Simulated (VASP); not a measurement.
# WC (P-6m2) in VASP: a series of runs

The runs below take WC through single point, with PBEsol.

Program: VASP 6.6.1. These are calculated values, not measurements. Logs are shortened: lines on timing, memory, paths and dates and some standing lists are left out, and cuts for length are marked.

### 1 The cell of the first run

The structure is hexagonal, space group P-6m2 (No. 187). The conventional cell has a = 3.014 Å, b = 3.014 Å, c = 2.715 Å, α = 90.00°, β = 90.00°, γ = 120.00°. Within 3.1 Å of W (site symmetry -6m2) lie 6 C at 2.21 Å and 8 W at 2.71 to 3.01 Å. Within 3.1 Å of C (site symmetry -6m2) lie 6 W at 2.21 Å and 8 C at 2.71 to 3.01 Å.

### 2 Single point, PBEsol (strain +0.040 along x and y, -0.040 along z)

Contents of INCAR:

```
PREC = Accurate
ENCUT = 520
EDIFF = 1E-6
ISMEAR = 0
SIGMA = 0.15
LREAL = F
LASPH = T
NELM = 100
ALGO = Normal
ISIF = 2
LWAVE = F
LCHARG = F
GGA = PS
NBANDS = 16
```

Contents of KPOINTS:

```
regular mesh
0
Gamma
  24 24 22
```

Contents of POSCAR:

```
WC
1.0
    3.0143502137      0.0000000000      0.0000000000
   -1.5071751068      2.6105038610      0.0000000000
    0.0000000000      0.0000000000      2.7145074275
W C
1 1
Direct
    0.0000000000      0.0000000000      0.0000000000
    0.6666666667      0.3333333333      0.5000000000
```

Potentials or basis: VASP PAW PBE potentials, release 64 (W_sv, C).

Launch:

```sh
$ cat potpaw_PBE.64/W_sv/POTCAR potpaw_PBE.64/C/POTCAR > POTCAR
$ mpirun -np 1 vasp_std > vasp.out
```

OUTCAR:

```text
PREC = Accurate
   ENCUT = 520
   EDIFF = 1E-6
   ISMEAR = 0
   LREAL = F
   LASPH = T
   NELM = 100
   ISIF = 2
   GGA = PS

 ion  position               nearest neighbor table
   1  0.000  0.000  0.000-   2 2.21   2 2.21   2 2.21   2 2.21   2 2.21   2 2.21
   2  0.667  0.333  0.500-   1 2.21   1 2.21   1 2.21   1 2.21   1 2.21   1 2.21

  LATTYP: Found a hexagonal cell.
 ALAT       =     3.0143502137
 C/A-ratio  =     0.9005282184

  Lattice vectors:

 A1 = (   3.0143502137,   0.0000000000,   0.0000000000)
 A2 = (  -1.5071751068,   2.6105038610,   0.0000000000)
 A3 = (   0.0000000000,   0.0000000000,   2.7145074275)

Analysis of symmetry for initial positions (statically):
=====================================================================
 Subroutine PRICEL returns:
 Original cell was already a primitive cell.

 Routine SETGRP: Setting up the symmetry group for a
 hexagonal supercell.

 Subroutine GETGRP returns: Found 12 space group operations
 (whereof 12 operations were pure point group operations)
 out of a pool of 24 trial point group operations.

The static configuration has the point symmetry D_3h.

Analysis of symmetry for dynamics (positions and initial velocities):
=====================================================================
 Subroutine PRICEL returns:
 Original cell was already a primitive cell.

 Routine SETGRP: Setting up the symmetry group for a
 hexagonal supercell.

 Subroutine GETGRP returns: Found 12 space group operations
 (whereof 12 operations were pure point group operations)
 out of a pool of 24 trial point group operations.

The dynamic configuration has the point symmetry D_3h.

 Subroutine INISYM returns: Found 12 space group operations
 (whereof 12 operations are pure point group operations),
 and found     1 'primitive' translations

----------------------------------------------------------------------------------------

                                     Primitive cell

  volume of cell :      21.3604

  direct lattice vectors                    reciprocal lattice vectors
     3.014350214  0.000000000  0.000000000     0.331746456  0.191533906  0.000000000
    -1.507175107  2.610503861  0.000000000     0.000000000  0.383067811  0.000000000
     0.000000000  0.000000000  2.714507428     0.000000000  0.000000000  0.368390961

  length of vectors
[... 81 lines left out ...]
   NELM   =    100;   NELMIN=  2; NELMDL= -5     # of ELM steps
   EDIFF  = 0.1E-05   stopping-criterion for ELM
   LREAL  =      F    real-space projection
   EDIFFG = 0.1E-04   stopping-criterion for IOM
   NSW    =      0    number of steps for IOM
   IBRION =     -1    ionic relax: 0-MD 1-quasi-New 2-CG
   NFREE  =      0    steps in history (QN), initial steepest desc. (CG)
   ISIF   =      2    stress and relaxation
   ISYM   =      2    0-nonsym 1-usesym 2-fastsym
   POTIM  = 0.5000    time-step for ionic-motion
   TEBEG  =    0.0;   TEEND  =   0.0 temperature during run
   PSTRESS=    0.0 pullay stress
   NELECT =      18.0000    total number of electrons
   NUPDOWN=      -1.0000    fix difference up-down
   EMIN   =  10.00;   EMAX   =-10.00  energy-range for DOS
   EFERMI =   0.00;   METHOD = LEGACY
   ISMEAR =     0;   SIGMA  =   0.15  broadening in eV -4-tet -1-fermi 0-gaus
   EFERMI_NEDOS =   21; number of points for ismear=-14 and -15
   IALGO  =     38    algorithm
   IMIX   =      4    mixing-type and parameters
     AMIX     =   0.40;   BMIX     =  1.00
     AMIX_MAG =   1.60;   BMIX_MAG =  1.00
  volume/ion in A,a.u.               =      10.68        72.07
  Fermi-wavevector in a.u.,A,eV,Ry     =   1.546308  2.922098 32.532456  2.391068
  Thomas-Fermi vector in A             =   2.651563
   LORBIT       =      0    0 simple, 1 ext, 2 COOP (PROOUT), +10 PAW based schemes
   GGA     = PS    functional components
   LHFCALC =     F    Hartree Fock is set to
   AEXX    =    0.0000 exact exchange contribution
   IVDW    =     0    specifies the selected vdW correction
   LEPSILON=     F    determine dielectric tensor
   LRPA    =     F    only Hartree local field effects (RPA)
 non-spin polarized calculation
 Gauss-broadening in eV      SIGMA  =   0.15
  energy-cutoff  :      520.00
  volume of cell :       21.36
 maximum number of plane-waves:       592
 NGX is ok and might be reduce to    24
   NGX = 11   NGY = 11   NGZ = 11

 number of electron      17.9999998 magnetization

 Free energy of the ion-electron system (eV)
  ---------------------------------------------------
  ext. energy  EPLUGINS =         0.00000000
  ---------------------------------------------------
  free energy    TOTEN  =       -23.69045716 eV

  energy without entropy =      -23.68618905  energy(sigma->0) =      -23.68832310

 E-fermi :  10.5992     XC(G=0): -13.7458

 val. band max:       10.5916728138   @ k =   0.0833   0.0833   0.3182
 cond. band min:      10.6050230801   @ k =   0.4583   0.0000   0.3636
 fundamental gap:      0.0133502664
 Fermi energy:        10.5992294075

 k-point     1 :       0.0000    0.0000    0.0000
  band No.  band energies     occupation
      1     -63.4305      2.00000
      2     -27.4256      2.00000
      3     -27.4256      2.00000
      4     -27.2195      2.00000
      5      -3.7170      2.00000
      6       6.3703      2.00000
[... 433 lines left out ...]
      3     -27.5714      2.00000
      4     -27.1480      2.00000
      5      -0.6896      2.00000
      6       3.5105      2.00000
[... 8 lines left out ...]
     15      23.1934      0.00000
     16      27.4204      0.00000

 [... further k-points ...]

------------------------ aborting loop because EDIFF is reached ----------------------------------------

  FORCE on cell =-STRESS in cart. coord.  units (eV):
  Direction    XX          YY          ZZ          XY          YZ          ZX
  --------------------------------------------------------------------------------------
  -------------------------------------------------------------------------------------
  Total       -3.4489959     -3.4489959      3.7040684     -0.0000000     -0.0000000      0.0000000
  in kB     -258.6986605   -258.6986606    277.8308692     -0.0000000     -0.0000000      0.0000000
  external PRESSURE =     -79.8554840 kB  Pullay stress =       0.0000000 kB

 VOLUME and BASIS-vectors are now :
 -----------------------------------------------------------------------------
  energy-cutoff  :      520.00
  volume of cell :       21.36
      direct lattice vectors                 reciprocal lattice vectors
     3.014350214  0.000000000  0.000000000     0.331746456  0.191533906  0.000000000
    -1.507175107  2.610503861  0.000000000     0.000000000  0.383067811  0.000000000
     0.000000000  0.000000000  2.714507428     0.000000000  0.000000000  0.368390961

 POSITION                                       TOTAL-FORCE (eV/Angst)
 -----------------------------------------------------------------------------------
      0.00000      0.00000      0.00000        -0.000000      0.000000      0.000000
      1.50718      0.87017      1.35725         0.000000      0.000000      0.000000
 -----------------------------------------------------------------------------------
    total drift:                               -0.000000      0.000000      0.000000

  FREE ENERGIE OF THE ION-ELECTRON SYSTEM (eV)
  ---------------------------------------------------
  free  energy   TOTEN  =       -23.6904571643 eV

  energy  without entropy=      -23.6861890453  energy(sigma->0) =      -23.68832310
```

It took 49 s on 1 thread of Intel Xeon 6975P-C (Granite Rapids), shared host; peak memory 0.34 GiB.

What came out:

* Free energy: -23.6905 eV
* Pressure: -8.0 GPa
* Band gap on the k mesh: zero (bands 9 and 10 overlap by 1.45 eV)

Levels at points of the mesh, in eV from the Fermi level:
| k point | band 5 | band 6 | band 7 | band 8 | band 9 | band 10 | band 11 | band 12 | band 13 | band 14 |
| --- | --- | --- | --- | --- | --- | --- | --- | --- | --- | --- |
| (0.00, 0.00, 0.00) | -14.32 | -4.23 | -3.83 | -3.83 | 0.88 | 3.29 | 3.29 | 5.46 | 5.74 | 5.74 |
| (0.50, 0.00, 0.00) | -11.29 | -7.11 | -3.60 | -2.59 | -1.00 | 2.60 | 3.76 | 3.82 | 7.05 | 10.22 |
| (0.00, 0.00, 0.50) | -9.97 | -8.40 | -2.72 | -2.72 | -0.54 | -0.54 | 3.98 | 3.98 | 4.83 | 10.13 |
| (0.50, 0.00, 0.50) | -11.13 | -6.33 | -4.77 | -3.95 | 0.36 | 3.77 | 5.33 | 6.26 | 8.73 | 10.29 |

Caveat: the cell differs from its parent crystal (strain +0.040 along x and y, -0.040 along z); the cell stands under tension; the PAW data sets were made with another functional, which shifts forces and pressure a little; spin-orbit coupling is left out, which moves the levels of the heavy elements.

[end of part 1 of 2]
